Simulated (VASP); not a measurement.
# Sb (R-3m) in VASP: notebook

Sb is run at these levels: r2SCAN+D3(BJ); tasks: single point.

All numbers are computed with VASP 6.6.1; they aren't measurements. Logs are shortened: lines on timing, memory, paths and dates and some standing lists are left out, and cuts for length are marked.

### Step 1. The cell of the first run

It takes space group R-3m (No. 166, trigonal). The conventional cell has a = 4.211 Å, b = 4.211 Å, c = 10.519 Å, α = 90.00°, β = 90.00°, γ = 120.00°. Within 3.8 Å of Sb (site symmetry 3m) lie 6 Sb at 2.89 to 3.12 Å.

### Step 2. Single point, r2SCAN+D3(BJ)

Input file POSCAR:

```
Sb
1.0
    2.1054492194      1.2155816736      3.5063749064
   -2.1054492194      1.2155816736      3.5063749064
    0.0000000000     -2.4311633471      3.5063749064
Sb
2
Direct
    0.2406778883      0.2406778883      0.2406778883
    0.7593221117      0.7593221117      0.7593221117
```

Input file INCAR.step1:

```
ALGO = Normal
EDIFF = 1E-4
ENCUT = 520
GGA = PE
ISMEAR = -1
LASPH = True
LCHARG = False
LREAL = False
LWAVE = True
NBANDS = 12
NELM = 80
PREC = Accurate
SIGMA = 0.1
```

Input file INCAR.step2:

```
ALGO = Normal
EDIFF = 1E-7
ENCUT = 520
ISIF = 2
ISMEAR = -1
ISTART = 1
IVDW = 12
LASPH = True
LCHARG = False
LMIXTAU = True
LREAL = False
LWAVE = False
METAGGA = R2SCAN
NBANDS = 12
NELM = 80
PREC = Accurate
SIGMA = 0.1
VDW_A1 = 0.49484001
VDW_A2 = 5.73083694
VDW_S6 = 1.0
VDW_S8 = 0.78981345
```

Input file KPOINTS:

```
k-points
0
Gamma
  12 12 12
```

Potentials or basis: VASP PAW PBE potentials, release 64 (Sb).

Run with:

```
$ cat potpaw_PBE.64/Sb/POTCAR > POTCAR
$ cp INCAR.step1 INCAR
$ mpirun -np 1 vasp_std > vasp.out
$ cp INCAR.step2 INCAR
$ mpirun -np 1 vasp_std > vasp.out
```

OUTCAR:

```text
EDIFF = 1E-7
   ENCUT = 520
   ISIF = 2
   ISMEAR = -1
   ISTART = 1
   IVDW = 12
   LASPH = True
   LREAL = False
   METAGGA = R2SCAN
   NELM = 80
   PREC = Accurate
 IVDW          = 12

 ion  position               nearest neighbor table
   1  0.241  0.241  0.241-   2 2.89   2 2.89   2 2.89   2 3.12   2 3.12   2 3.12
   2  0.759  0.759  0.759-   1 2.89   1 2.89   1 2.89   1 3.12   1 3.12   1 3.12

  LATTYP: Found a trigonal (rhomboedric) cell.
 ALAT       =     4.2667575751
 COS(alpha) =     0.5130060098

  Lattice vectors:

 A1 = (   2.1054492194,   1.2155816736,   3.5063749064)
 A2 = (  -2.1054492194,   1.2155816736,   3.5063749064)
 A3 = (   0.0000000000,  -2.4311633471,   3.5063749064)

Analysis of symmetry for initial positions (statically):
=====================================================================
 Subroutine PRICEL returns:
 Original cell was already a primitive cell.

 Routine SETGRP: Setting up the symmetry group for a
 trigonal (rhombohedral) supercell.

 Subroutine GETGRP returns: Found 12 space group operations
 (whereof 12 operations were pure point group operations)
 out of a pool of 12 trial point group operations.

The static configuration has the point symmetry D_3d.

Analysis of symmetry for dynamics (positions and initial velocities):
=====================================================================
 Subroutine PRICEL returns:
 Original cell was already a primitive cell.

 Routine SETGRP: Setting up the symmetry group for a
 trigonal (rhombohedral) supercell.

 Subroutine GETGRP returns: Found 12 space group operations
 (whereof 12 operations were pure point group operations)
 out of a pool of 12 trial point group operations.

The dynamic configuration has the point symmetry D_3d.

 Subroutine INISYM returns: Found 12 space group operations
 (whereof 12 operations are pure point group operations),
 and found     1 'primitive' translations

----------------------------------------------------------------------------------------

                                     Primitive cell

  volume of cell :      53.8441

  direct lattice vectors                    reciprocal lattice vectors
     2.105449219  1.215581674  3.506374906     0.237479012  0.137108571  0.095064944
    -2.105449219  1.215581674  3.506374906    -0.237479012  0.137108571  0.095064944
     0.000000000 -2.431163347  3.506374906     0.000000000 -0.274217143  0.095064944

  length of vectors
     4.266757575  4.266757575  4.266757575     0.290228160  0.290228160  0.290228160

  position of ions in fractional coordinates (direct lattice)
     0.240677888  0.240677888  0.240677888
     0.759322112  0.759322112  0.759322112

  ion indices of the primitive-cell ions
   primitive index   ion index
                 1           1
                 2           2

----------------------------------------------------------------------------------------

 KPOINTS: k-points

Automatic generation of k-mesh.
 Grid dimensions read from file:
 generate k-points for:   12   12   12

 Generating k-lattice:

  Cartesian coordinates                     Fractional coordinates (reciprocal lattice)
     0.019789918  0.011425714  0.007922079     0.083333333  0.000000000  0.000000000
    -0.019789918  0.011425714  0.007922079     0.000000000  0.083333333  0.000000000
     0.000000000 -0.022851429  0.007922079     0.000000000  0.000000000  0.083333333

  Length of vectors
     0.024185680  0.024185680  0.024185680

  Shift w.r.t. Gamma in fractional coordinates (k-lattice)
     0.000000000  0.000000000  0.000000000

 Subroutine IBZKPT returns following result:
 ===========================================

 Found    189 irreducible k-points:

 Following reciprocal coordinates:
            Coordinates               Weight
  0.000000  0.000000  0.000000      1.000000
  0.083333  0.000000  0.000000      6.000000
  0.166667  0.000000 -0.000000      6.000000
  0.250000  0.000000  0.000000      6.000000
  0.333333 -0.000000  0.000000      6.000000
  0.416667  0.000000  0.000000      6.000000
[... 16 lines left out ...]
  0.500000  0.166667  0.000000     12.000000
 -0.416667  0.166667  0.000000     12.000000
 [... further k-points ...]
   k-points           NKPTS =    189   k-points in BZ     NKDIM =    189   number of bands    NBANDS=     12
   number of dos      NEDOS =    301   number of ions     NIONS =      2
   total plane-waves  NPLWV =  32768
   dimension x,y,z NGX =    32 NGY =   32 NGZ =   32
   dimension x,y,z NGXF=    64 NGYF=   64 NGZF=   64
   ions per type =               2
   NGX,Y,Z   is equivalent  to a cutoff of  12.47, 12.47, 12.47 a.u.
   NGXF,Y,Z  is equivalent  to a cutoff of  24.94, 24.94, 24.94 a.u.
 SYSTEM =  unknown system
   PREC   = accura    normal or accurate (medium, high low for compatibility)
   ISTART =      1    job   : 0-new  1-cont  2-samecut
   ICHARG =      0    charge: 1-file 2-atom 10-const
   ISPIN  =      1    spin polarized calculation?
   LNONCOLLINEAR =      F non collinear calculations
   LSORBIT =      F    spin-orbit coupling
   LASPH  =      T    aspherical Exc in radial PAW
   ENCUT  =  520.0 eV  38.22 Ry    6.18 a.u.   7.93  7.93  7.93*2*pi/ulx,y,z
   NELM   =     80;   NELMIN=  2; NELMDL=  0     # of ELM steps
   EDIFF  = 0.1E-06   stopping-criterion for ELM
   LREAL  =      F    real-space projection
   EDIFFG = 0.1E-05   stopping-criterion for IOM
   NSW    =      0    number of steps for IOM
   IBRION =     -1    ionic relax: 0-MD 1-quasi-New 2-CG
   NFREE  =      0    steps in history (QN), initial steepest desc. (CG)
   ISIF   =      2    stress and relaxation
   ISYM   =      2    0-nonsym 1-usesym 2-fastsym
   POTIM  = 0.5000    time-step for ionic-motion
   TEBEG  =    0.0;   TEEND  =   0.0 temperature during run
   PSTRESS=    0.0 pullay stress
   NELECT =      10.0000    total number of electrons
   NUPDOWN=      -1.0000    fix difference up-down
   EMIN   =  10.00;   EMAX   =-10.00  energy-range for DOS
   EFERMI =   0.00;   METHOD = LEGACY
   ISMEAR =    -1;   SIGMA  =   0.10  broadening in eV -4-tet -1-fermi 0-gaus
   EFERMI_NEDOS =   21; number of points for ismear=-14 and -15
   IALGO  =     38    algorithm
   IMIX   =      4    mixing-type and parameters
     AMIX     =   0.40;   BMIX     =  1.00
     AMIX_MAG =   1.60;   BMIX_MAG =  1.00
  volume/ion in A,a.u.               =      26.92       181.68
  Fermi-wavevector in a.u.,A,eV,Ry     =   0.934033  1.765066 11.869950  0.872417
  Thomas-Fermi vector in A             =   2.060795
   LORBIT       =      0    0 simple, 1 ext, 2 COOP (PROOUT), +10 PAW based schemes
   METAGGA = R2SCAN    functional components
   LHFCALC =     F    Hartree Fock is set to
   AEXX    =    0.0000 exact exchange contribution
   IVDW    =    12    specifies the selected vdW correction
   LEPSILON=     F    determine dielectric tensor
   LRPA    =     F    only Hartree local field effects (RPA)
 non-spin polarized calculation
  energy-cutoff  :      520.00
  volume of cell :       53.84
 maximum number of plane-waves:      1466
   NGX = 15   NGY = 15   NGZ = 15

 number of electron       9.9999999 magnetization

 Free energy of the ion-electron system (eV)
  ---------------------------------------------------
  ext. energy  EPLUGINS =         0.00000000
  ---------------------------------------------------
  free energy    TOTEN  =       -51.20799048 eV

  energy without entropy =      -51.19001867  energy(sigma->0) =      -51.19900457

 E-fermi :   8.5763     XC(G=0): -10.5567

 val. band max:        8.5609185695   @ k =   0.4167   0.0833   0.0833
 cond. band min:       8.5805334212   @ k =   0.4167   0.0833   0.0833
 fundamental gap:      0.0196148517
 Fermi energy:         8.5763102816

 k-point     1 :       0.0000    0.0000    0.0000
  band No.  band energies     occupation
      1      -5.4500      2.00000
      2       4.7168      2.00000
      3       6.3468      2.00000
      4       6.4477      2.00000
      5       6.4477      2.00000
      6      11.6780      0.00000
      7      12.0064      0.00000
      8      12.0064      0.00000
      9      13.6687      0.00000
     10      13.6687      0.00000
     11      13.8281      0.00000
     12      15.6786      0.00000

 k-point     2 :       0.0833    0.0000    0.0000
  band No.  band energies     occupation
      1      -5.3609      2.00000
      2       3.9896      2.00000
      3       6.3713      2.00000
      4       6.4525      2.00000
      5       6.9639      2.00000
      6      11.4578      0.00000
      7      11.6550      0.00000
      8      11.7718      0.00000
      9      13.4672      0.00000
     10      13.7461      0.00000
     11      13.7811      0.00000
     12      16.2711      0.00000

 k-point     3 :       0.1667    0.0000   -0.0000
  band No.  band energies     occupation
      1      -5.0940      2.00000
      2       2.7095      2.00000
      3       6.4187      2.00000
      4       6.4768      2.00000
      5       7.6474      1.99982
      6      10.8046      0.00000
      7      10.8623      0.00000
      8      11.2168      0.00000
      9      13.4731      0.00000
     10      14.0507      0.00000
     11      14.1579      0.00000
     12      17.5814      0.00000

 k-point     4 :       0.2500    0.0000    0.0000
  band No.  band energies     occupation
      1      -4.6514      2.00000
      2       1.3536      2.00000
      3       6.5216      2.00000
      4       6.5422      2.00000
      5       8.0751      1.98678
      6       9.9749      0.00000
      7       9.9989      0.00000
      8      10.5631      0.00000
      9      14.0601      0.00000
     10      14.7269      0.00000
     11      14.9096      0.00000
     12      19.2159      0.00000

 k-point     5 :       0.3333   -0.0000    0.0000
  band No.  band energies     occupation
      1      -4.0372      2.00000
      2       0.0397      2.00000
      3       6.6636      2.00000
      4       6.6988      2.00000
      5       8.2878      1.89419
      6       9.2229      0.00311
      7       9.2354      0.00274
      8       9.9501      0.00000
      9      15.1138      0.00000
     10      15.7266      0.00000
     11      15.9328      0.00000
     12      20.9231      0.00000
[... 228 lines left out ...]
      1      -4.1802      2.00000
      2       0.9636      2.00000
      3       5.2115      2.00000
      4       5.7069      2.00000
      5       6.5055      2.00000
      6      11.0064      0.00000
      7      11.5479      0.00000
      8      12.0702      0.00000
      9      12.5857      0.00000
     10      16.5968      0.00000
     11      16.7987      0.00000
     12      18.4237      0.00000

 k-point    22 :       0.4167    0.1667    0.0000
  band No.  band energies     occupation
      1      -3.5301      2.00000
      2      -0.1993      2.00000
      3       5.0976      2.00000
      4       5.6813      2.00000
      5       6.2298      2.00000
      6      10.9212      0.00000
      7      11.3299      0.00000
      8      11.6722      0.00000
      9      13.3254      0.00000
     10      17.6712      0.00000
     11      18.0282      0.00000
     12      19.2871      0.00000

 k-point    23 :       0.5000    0.1667    0.0000
  band No.  band energies     occupation
      1      -2.7380      2.00000
      2      -1.3023      2.00000
      3       4.7650      2.00000
      4       5.7841      2.00000
      5       6.4755      2.00000
      6      10.2257      0.00000
      7      10.9664      0.00000
      8      11.9443      0.00000
      9      14.5238      0.00000
     10      17.7885      0.00000
     11      18.3243      0.00000
     12      18.9814      0.00000

 k-point    24 :      -0.4167    0.1667    0.0000
  band No.  band energies     occupation
      1      -2.4023      2.00000
      2      -1.7093      2.00000
      3       4.4496      2.00000
      4       6.1749      2.00000
      5       6.8773      2.00000
      6       9.5850      0.00008
      7      10.5517      0.00000
      8      12.3523      0.00000
      9      15.9335      0.00000
     10      16.3349      0.00000
     11      16.8819      0.00000
     12      20.2892      0.00000

 [... further k-points ...]

------------------------ aborting loop because EDIFF is reached ----------------------------------------

 Edisp (eV)   -0.49544

 E8    (eV) :    -0.1815

  FORCE on cell =-STRESS in cart. coord.  units (eV):
  Direction    XX          YY          ZZ          XY          YZ          ZX
  --------------------------------------------------------------------------------------
  -------------------------------------------------------------------------------------
  Total       2.25369     2.25369     2.24261     0.00000     0.00000     0.00000
  in kB      67.06036    67.06036    66.73069     0.00000     0.00000     0.00000
  external pressure =       66.95 kB  Pullay stress =        0.00 kB

 VOLUME and BASIS-vectors are now :
 -----------------------------------------------------------------------------
  energy-cutoff  :      520.00
  volume of cell :       53.84
      direct lattice vectors                 reciprocal lattice vectors
     2.105449219  1.215581674  3.506374906     0.237479012  0.137108571  0.095064944
    -2.105449219  1.215581674  3.506374906    -0.237479012  0.137108571  0.095064944
     0.000000000 -2.431163347  3.506374906     0.000000000 -0.274217143  0.095064944

 POSITION                                       TOTAL-FORCE (eV/Angst)
 -----------------------------------------------------------------------------------
      0.00000      0.00000      2.53172         0.000000      0.000000      0.045694
      0.00000      0.00000      7.98740         0.000000     -0.000000     -0.045694
 -----------------------------------------------------------------------------------
    total drift:                                0.000000     -0.000000      0.000000

  FREE ENERGIE OF THE ION-ELECTRON SYSTEM (eV)
  ---------------------------------------------------
  free  energy   TOTEN  =       -51.7034337057 eV

  energy  without entropy=      -51.6854618940  energy(sigma->0) =      -51.69444780
```

It took 3 min on 1 thread of Intel Xeon 6975P-C (Granite Rapids), shared host; peak memory 0.26 GiB.

What came out:

```yaml
Free_energy: -51.7034 eV
Pressure: 6.7 GPa
Largest_force: 0.046 eV/Å
Band_gap_on_the_k_mesh: zero (bands 5 and 6 overlap by 0.72 eV)
Dispersion_energy_per_atom: -0.248 eV
```

Forces on the atoms (eV/Å):
```
Sb   0.000  0.000  0.046
Sb   0.000  0.000 -0.046
```

Caveat: the cell stands under pressure; the PAW data sets were made with another functional, which shifts forces and pressure a little; spin-orbit coupling is left out, which moves the levels of the heavy elements.

### Step 3. Single point, r2SCAN+D3(BJ)

This run uses another cell than the first one, of 29.70 Å³/atom.

Input file POSCAR:

```
Sb
1.0
    2.1507441071      1.2417326892      3.7075055082
   -2.1507441071      1.2417326892      3.7075055082
    0.0000000000     -2.4834653784      3.7075055082
Sb
2
Direct
    0.2348275215      0.2348275215      0.2348275215
    0.7651724785      0.7651724785      0.7651724785
```

Input file INCAR.step1:

```
ALGO     = Normal         # electronic algorithm
EDIFF    = 1E-4           # SCF threshold, eV
ENCUT    = 520            # plane-wave cutoff, eV
GGA      = PE             # functional
ISMEAR   = -1             # smearing method
LASPH    = True           # aspherical terms in the spheres
LCHARG   = False          # write CHGCAR
LREAL    = False          # projectors in reciprocal space
LWAVE    = True           # write WAVECAR
NBANDS   = 12             # bands
NELM     = 80             # most SCF steps
PREC     = Accurate       # precision mode
SIGMA    = 0.1            # smearing width, eV
```

Input file INCAR.step2:

```
ALGO     = Normal         # electronic algorithm
EDIFF    = 1E-6           # SCF threshold, eV
ENCUT    = 520            # plane-wave cutoff, eV
ISIF     = 2              # what is computed and relaxed
ISMEAR   = -1             # smearing method
ISTART   = 1            
IVDW     = 12             # dispersion correction
LASPH    = True           # aspherical terms in the spheres
LCHARG   = False          # write CHGCAR
LMIXTAU  = True         
LREAL    = False          # projectors in reciprocal space
LWAVE    = False          # write WAVECAR
METAGGA  = R2SCAN         # meta-GGA
NBANDS   = 12             # bands
NELM     = 80             # most SCF steps
PREC     = Accurate       # precision mode
SIGMA    = 0.1            # smearing width, eV
VDW_A1   = 0.49484001   
VDW_A2   = 5.73083694   
VDW_S6   = 1.0          
VDW_S8   = 0.78981345
```

KPOINTS is that of step 2.

Potentials or basis: VASP PAW PBE potentials, release 64 (Sb).

Run with:

```
$ cat potpaw_PBE.64/Sb/POTCAR > POTCAR
$ cp INCAR.step1 INCAR
$ mpirun -np 1 vasp_std > vasp.out
$ cp INCAR.step2 INCAR
$ mpirun -np 1 vasp_std > vasp.out
```

It took 3.8 min on 1 thread of Intel Xeon 6975P-C (Granite Rapids), shared host; peak memory 0.29 GiB.

Results (log left out):

```
Free energy                : -51.8228 eV
Pressure                   : 1.1 GPa
Largest force              : 0.051 eV/Å
Band gap on the k mesh     : zero (bands 5 and 6 overlap by 0.22 eV)
Dispersion energy per atom : -0.224 eV
```

Forces on the atoms (eV/Å):
```
Sb   0.000  0.000  0.051
Sb   0.000  0.000 -0.051
```

Levels at points of the mesh, in eV from the Fermi level:
```csv
k point,band 3,band 4,band 5,band 6,band 7,band 8
"(0.00, 0.00, 0.00)",-2.27,-2.05,-2.05,2.30,2.88,2.88
"(0.50, 0.00, 0.00)",-2.08,-1.91,-0.38,-0.04,0.36,0.37
"(0.50, 0.50, 0.00)",-5.84,-4.08,-4.02,1.74,5.31,5.88
"(0.50, 0.50, 0.50)",-1.47,-1.47,-0.30,-0.03,-0.03,1.23
```

Caveat: the PAW data sets were made with another functional, which shifts forces and pressure a little; spin-orbit coupling is left out, which moves the levels of the heavy elements.

(Part 1 of 2 ends here.)
